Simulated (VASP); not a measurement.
# PbS (P1) in VASP: single point with PBEsol

Aim: the single point of PbS with PBEsol.

Program: VASP 6.6.1. These are calculated values, not measurements. Logs are shortened: lines on timing, memory, paths and dates and some standing lists are left out, and cuts for length are marked.

### 1 The cell of the first run

The typed cell holds 16 atoms: a = 8.449 Å, b = 8.449 Å, c = 8.449 Å, α = 60.00°, β = 60.00°, γ = 60.00°.

### 2 Single point, PBEsol

The input, INCAR:

```
SYSTEM = PbS
  PREC = Accurate
  ENCUT = 520
  EDIFF = 1E-7
  ISMEAR = -1
  SIGMA = 0.112
  LREAL = Auto
  LASPH = .TRUE.
  NELM = 60
  ALGO = Normal
  ISIF = 2
  LWAVE = .FALSE.
  LCHARG = .FALSE.
  GGA = PS
  NBANDS = 94
```

The input, KPOINTS:

```
regular mesh
0
G
  2 2 2
  0 0 0
```

The input, POSCAR:

```
PbS
1.0
    0.0000000000      5.9744654327      5.9744654327
    5.9744654327      0.0000000000      5.9744654327
    5.9744654327      5.9744654327      0.0000000000
Pb S
8 8
Direct
    0.0024326026     -0.0109533649      0.0129975645
    0.0051576162      0.0094204244      0.4942072280
   -0.0084594179      0.5077440876      0.0048142382
   -0.0057921500      0.4956004907      0.5011251691
    0.4968964225     -0.0045861007      0.0013794540
    0.4888615614     -0.0009138056      0.5102991279
    0.4949006791      0.5051352349      0.0086556698
    0.5106230899      0.4991169559      0.4790761671
    0.2604720904      0.2517387567      0.2527892273
    0.2179317990      0.2936716297      0.7493226047
    0.2593122376      0.7598412027      0.2494884299
    0.2874887334      0.7570162638      0.7331943836
    0.7544578759      0.2349951666      0.2197593266
    0.7315630242      0.2858781291      0.7683989558
    0.7291496702      0.7499928739      0.2755509290
    0.7425958941      0.7390760813      0.7370389116
```

Potentials or basis: VASP PAW PBE potentials, release 64 (Pb_d, S).

On the command line:

```console
cat potpaw_PBE.64/Pb_d/POTCAR potpaw_PBE.64/S/POTCAR > POTCAR
mpirun -np 1 vasp_std > vasp.out
```

OUTCAR:

```text
SYSTEM = PbS
   PREC = Accurate
   ENCUT = 520
   EDIFF = 1E-7
   ISMEAR = -1
   LREAL = Auto
   LASPH = .TRUE.
   NELM = 60
   ISIF = 2
   GGA = PS

 ion  position               nearest neighbor table
   1  0.002  0.989  0.013-  13 2.72  11 2.95  15 3.06  12 3.07  14 3.10  10 3.13   7 4.13
   2  0.005  0.009  0.494-  11 2.95   9 2.97  12 3.12  13 3.15  16 3.19  14 3.29   4 4.09   6 4.11

   3  0.992  0.508  0.005-  10 2.81  15 3.07  13 3.07   9 3.09  16 3.10  12 3.26   8 4.04
   4  0.994  0.496  0.501-  10 2.84  14 2.84  16 2.87  15 2.94   9 2.95  11 3.16   2 4.09
   5  0.497  0.995  0.001-  11 2.83  15 3.03   9 3.04  16 3.11  14 3.16  10 3.19   8 4.12   7 4.12

   6  0.489  0.999  0.510-  12 2.65  16 2.88  15 2.89   9 2.91  13 3.02  10 3.20   2 4.11
   7  0.495  0.505  0.009-  14 2.75  13 2.83  16 2.89  12 2.90   9 2.92  11 2.96   8 4.02   5 4.12
                             1 4.13
   8  0.511  0.499  0.479-  15 2.82  11 2.88  10 3.00  12 3.07  14 3.08  13 3.13   7 4.02   3 4.04
                             5 4.12
   9  0.260  0.252  0.253-   6 2.91   7 2.92   4 2.95   2 2.97   5 3.04   3 3.09
  10  0.218  0.294  0.749-   3 2.81   4 2.84   8 3.00   1 3.13   5 3.19   6 3.20
  11  0.259  0.760  0.249-   5 2.83   8 2.88   1 2.95   2 2.95   7 2.96   4 3.16
  12  0.287  0.757  0.733-   6 2.65   7 2.90   8 3.07   1 3.07   2 3.12   3 3.26
  13  0.754  0.235  0.220-   1 2.72   7 2.83   6 3.02   3 3.07   8 3.13   2 3.15
  14  0.732  0.286  0.768-   7 2.75   4 2.84   8 3.08   1 3.10   5 3.16   2 3.29
  15  0.729  0.750  0.276-   8 2.82   6 2.89   4 2.94   5 3.03   1 3.06   3 3.07
  16  0.743  0.739  0.737-   4 2.87   6 2.88   7 2.89   3 3.10   5 3.11   2 3.19

  LATTYP: Found a face centered cubic cell.
 ALAT       =    11.9489308654

  Lattice vectors:

 A1 = (   0.0000000000,   5.9744654327,   5.9744654327)
 A2 = (   5.9744654327,   0.0000000000,   5.9744654327)
 A3 = (   5.9744654327,   5.9744654327,   0.0000000000)

Analysis of symmetry for initial positions (statically):
=====================================================================
 Subroutine PRICEL returns:
 Original cell was already a primitive cell.

 Routine SETGRP: Setting up the symmetry group for a
 face centered cubic supercell.

 Subroutine GETGRP returns: Found  1 space group operations
 (whereof  1 operations were pure point group operations)
 out of a pool of 48 trial point group operations.

The static configuration has the point symmetry C_1 .

Analysis of symmetry for dynamics (positions and initial velocities):
=====================================================================
 Subroutine PRICEL returns:
 Original cell was already a primitive cell.

 Routine SETGRP: Setting up the symmetry group for a
 face centered cubic supercell.

 Subroutine GETGRP returns: Found  1 space group operations
 (whereof  1 operations were pure point group operations)
 out of a pool of 48 trial point group operations.

The dynamic configuration has the point symmetry C_1 .

 Subroutine INISYM returns: Found  1 space group operations
 (whereof  1 operations are pure point group operations),
 and found     1 'primitive' translations

----------------------------------------------------------------------------------------

                                     Primitive cell

  volume of cell :     426.5080

  direct lattice vectors                    reciprocal lattice vectors
     0.000000000  5.974465433  5.974465433    -0.083689496  0.083689496  0.083689496
     5.974465433  0.000000000  5.974465433     0.083689496 -0.083689496  0.083689496
     5.974465433  5.974465433  0.000000000     0.083689496  0.083689496 -0.083689496

  length of vectors
     8.449170043  8.449170043  8.449170043     0.144954459  0.144954459  0.144954459

  position of ions in fractional coordinates (direct lattice)
     0.002432603  0.989046635  0.012997564
     0.005157616  0.009420424  0.494207228
     0.991540582  0.507744088  0.004814238
     0.994207850  0.495600491  0.501125169
     0.496896423  0.995413899  0.001379454
     0.488861561  0.999086194  0.510299128
[... 8 lines left out ...]
     0.729149670  0.749992874  0.275550929
     0.742595894  0.739076081  0.737038912

  ion indices of the primitive-cell ions
   primitive index   ion index
                 1           1
                 2           2
                 3           3
                 4           4
                 5           5
                 6           6
[... 8 lines left out ...]
                15          15
                16          16

----------------------------------------------------------------------------------------

 KPOINTS: regular mesh

Automatic generation of k-mesh.
 Grid dimensions read from file:
 generate k-points for:    2    2    2

 Generating k-lattice:

  Cartesian coordinates                     Fractional coordinates (reciprocal lattice)
    -0.041844748  0.041844748  0.041844748     0.500000000  0.000000000  0.000000000
     0.041844748 -0.041844748  0.041844748     0.000000000  0.500000000  0.000000000
     0.041844748  0.041844748 -0.041844748     0.000000000  0.000000000  0.500000000

  Length of vectors
     0.072477229  0.072477229  0.072477229

  Shift w.r.t. Gamma in fractional coordinates (k-lattice)
     0.000000000  0.000000000  0.000000000

 Subroutine IBZKPT returns following result:
 ===========================================

 Found      8 irreducible k-points:

 Following reciprocal coordinates:
            Coordinates               Weight
  0.000000  0.000000  0.000000      1.000000
  0.500000  0.000000  0.000000      1.000000
  0.000000  0.500000  0.000000      1.000000
  0.000000  0.000000  0.500000      1.000000
  0.500000  0.500000  0.500000      1.000000
  0.500000  0.500000  0.000000      1.000000
  0.000000  0.500000  0.500000      1.000000
  0.500000  0.000000  0.500000      1.000000
   k-points           NKPTS =      8   k-points in BZ     NKDIM =      8   number of bands    NBANDS=     94
   number of dos      NEDOS =    301   number of ions     NIONS =     16
   total plane-waves  NPLWV = 262144
   dimension x,y,z NGX =    64 NGY =   64 NGZ =   64
   dimension x,y,z NGXF=   128 NGYF=  128 NGZF=  128
   ions per type =               8   8
   NGX,Y,Z   is equivalent  to a cutoff of  12.59, 12.59, 12.59 a.u.
   NGXF,Y,Z  is equivalent  to a cutoff of  25.19, 25.19, 25.19 a.u.
 SYSTEM =  PbS
   PREC   = accura    normal or accurate (medium, high low for compatibility)
   ISTART =      0    job   : 0-new  1-cont  2-samecut
   ICHARG =      2    charge: 1-file 2-atom 10-const
   ISPIN  =      1    spin polarized calculation?
   LNONCOLLINEAR =      F non collinear calculations
   LSORBIT =      F    spin-orbit coupling
   LASPH  =      T    aspherical Exc in radial PAW
   ENCUT  =  520.0 eV  38.22 Ry    6.18 a.u.  15.71 15.71 15.71*2*pi/ulx,y,z
   NELM   =     60;   NELMIN=  2; NELMDL= -5     # of ELM steps
   EDIFF  = 0.1E-06   stopping-criterion for ELM
   LREAL  =      T    real-space projection
   EDIFFG = 0.1E-05   stopping-criterion for IOM
   NSW    =      0    number of steps for IOM
   IBRION =     -1    ionic relax: 0-MD 1-quasi-New 2-CG
   NFREE  =      0    steps in history (QN), initial steepest desc. (CG)
   ISIF   =      2    stress and relaxation
   ISYM   =      2    0-nonsym 1-usesym 2-fastsym
   POTIM  = 0.5000    time-step for ionic-motion
   TEBEG  =    0.0;   TEEND  =   0.0 temperature during run
   PSTRESS=    0.0 pullay stress
   NELECT =     160.0000    total number of electrons
   NUPDOWN=      -1.0000    fix difference up-down
   EMIN   =  10.00;   EMAX   =-10.00  energy-range for DOS
   EFERMI =   0.00;   METHOD = LEGACY
   ISMEAR =    -1;   SIGMA  =   0.11  broadening in eV -4-tet -1-fermi 0-gaus
   EFERMI_NEDOS =   21; number of points for ismear=-14 and -15
   IALGO  =     38    algorithm
   IMIX   =      4    mixing-type and parameters
     AMIX     =   0.40;   BMIX     =  1.00
     AMIX_MAG =   1.60;   BMIX_MAG =  1.00
  volume/ion in A,a.u.               =      26.66       179.89
  Fermi-wavevector in a.u.,A,eV,Ry     =   1.180699  2.231197 18.967196  1.394050
  Thomas-Fermi vector in A             =   2.316986
   LORBIT       =      0    0 simple, 1 ext, 2 COOP (PROOUT), +10 PAW based schemes
   GGA     = PS    functional components
   LHFCALC =     F    Hartree Fock is set to
   AEXX    =    0.0000 exact exchange contribution
   IVDW    =     0    specifies the selected vdW correction
   LEPSILON=     F    determine dielectric tensor
   LRPA    =     F    only Hartree local field effects (RPA)
 non-spin polarized calculation
  energy-cutoff  :      520.00
  volume of cell :      426.51
 maximum number of plane-waves:     11575
 NGX is ok and might be reduce to    64
   NGX = 31   NGY = 31   NGZ = 31

 number of electron     159.9999999 magnetization

 Free energy of the ion-electron system (eV)
  ---------------------------------------------------
  ext. energy  EPLUGINS =         0.00000000
  ---------------------------------------------------
  free energy    TOTEN  =       -74.65527949 eV

  energy without entropy =      -74.60674289  energy(sigma->0) =      -74.63101119

 E-fermi :   5.5166     XC(G=0):  -9.7831

 val. band max:        5.3011880428   @ k =   0.0000   0.0000   0.0000
 cond. band min:       5.7309452687   @ k =   0.0000   0.0000   0.0000
 fundamental gap:      0.4297572259
 Fermi energy:         5.5165618239

 k-point     1 :       0.0000    0.0000    0.0000
  band No.  band energies     occupation
      1     -11.5975      2.00000
      2     -11.5873      2.00000
      3     -11.5725      2.00000
      4     -11.5628      2.00000
      5     -11.5559      2.00000
      6     -11.5058      2.00000
[... 84 lines left out ...]
     91       7.4989      0.00000
     92       7.5451      0.00000

 k-point     2 :       0.5000    0.0000    0.0000
  band No.  band energies     occupation
      1     -11.5893      2.00000
      2     -11.5799      2.00000
      3     -11.5702      2.00000
      4     -11.5602      2.00000
      5     -11.5528      2.00000
      6     -11.4734      2.00000
[... 654 lines left out ...]
     91       8.0209      0.00000
     92       8.1751      0.00000
 [bands above 92 left out]

------------------------ aborting loop because EDIFF is reached ----------------------------------------

  FORCE on cell =-STRESS in cart. coord.  units (eV):
  Direction    XX          YY          ZZ          XY          YZ          ZX
  --------------------------------------------------------------------------------------
  -------------------------------------------------------------------------------------
  Total       -2.6367863     -5.1488479     -3.8390287     -0.2598835     -0.0275598     -0.3534403
  in kB       -9.9050887    -19.3416489    -14.4213123     -0.9762526     -0.1035284     -1.3276985
  external PRESSURE =     -14.5560166 kB  Pullay stress =       0.0000000 kB

 VOLUME and BASIS-vectors are now :
 -----------------------------------------------------------------------------
  energy-cutoff  :      520.00
  volume of cell :      426.51
      direct lattice vectors                 reciprocal lattice vectors
     0.000000000  5.974465433  5.974465433    -0.083689496  0.083689496  0.083689496
     5.974465433  0.000000000  5.974465433     0.083689496 -0.083689496  0.083689496
     5.974465433  5.974465433  0.000000000     0.083689496  0.083689496 -0.083689496

 POSITION                                       TOTAL-FORCE (eV/Angst)
 -----------------------------------------------------------------------------------
      5.98668      0.09219      5.92356        -0.206439     -0.364140      0.116723
      3.00891      2.98344      0.08710        -0.084476      0.130982     -0.127362
      3.06226      5.95269      8.95742        -0.356854     -0.099263     -0.044726
      5.95490      8.93382      8.90081         0.227910      0.115838     -0.137255
      5.95531      2.97693      8.91576         0.104085     -0.023686      0.302577
      9.01777      5.96945      8.88969         0.064320      0.104010      0.461648
[... 8 lines left out ...]
      6.12708      6.00255      8.83709        -0.090753     -0.504789      0.520683
      8.81900      8.84003      8.85220         0.576905      0.509272      0.608752
 -----------------------------------------------------------------------------------
    total drift:                                0.005925      0.008905     -0.007487

  FREE ENERGIE OF THE ION-ELECTRON SYSTEM (eV)
  ---------------------------------------------------
  free  energy   TOTEN  =       -74.6552794889 eV

  energy  without entropy=      -74.6067428864  energy(sigma->0) =      -74.63101119
```

Run time: 9.8 min. Hardware: 1 thread of Intel Xeon Platinum 8259CL at 2.50GHz (Skylake/Cascade Lake), shared host; peak memory 0.65 GiB.

What came out:

```
Free energy            : -74.6553 eV
Pressure               : -1.5 GPa
Largest force          : 1.368 eV/Å
Band gap on the k mesh : 0.43 eV, direct
```

Forces in eV/Å, atoms in the order of the input:
```
Pb  -0.206 -0.364  0.117
Pb  -0.084  0.131 -0.127
Pb  -0.357 -0.099 -0.045
Pb   0.228  0.116 -0.137
Pb   0.104 -0.024  0.303
Pb   0.064  0.104  0.462
Pb  -0.201 -0.158  0.051
Pb   0.356  0.378 -0.347
S   -0.391 -0.551 -0.531
S   -0.224  0.606 -0.188
S    0.623 -0.172  0.001
S   -0.190 -0.720 -1.147
S    0.778  0.752  0.654
S   -0.987 -0.002 -0.193
S   -0.091 -0.505  0.521
S    0.577  0.509  0.609
```

Stress tensor (GPa, compression positive):
```
-0.99 -0.10 -0.13
-0.10 -1.93 -0.01
-0.13 -0.01 -1.44
```

Caveat: the k points lie up to 0.46 Å⁻¹ apart; the PAW data sets were made with another functional, which shifts forces and pressure a little; spin-orbit coupling is left out, which moves the levels of the heavy elements. A k mesh can miss the band edges.
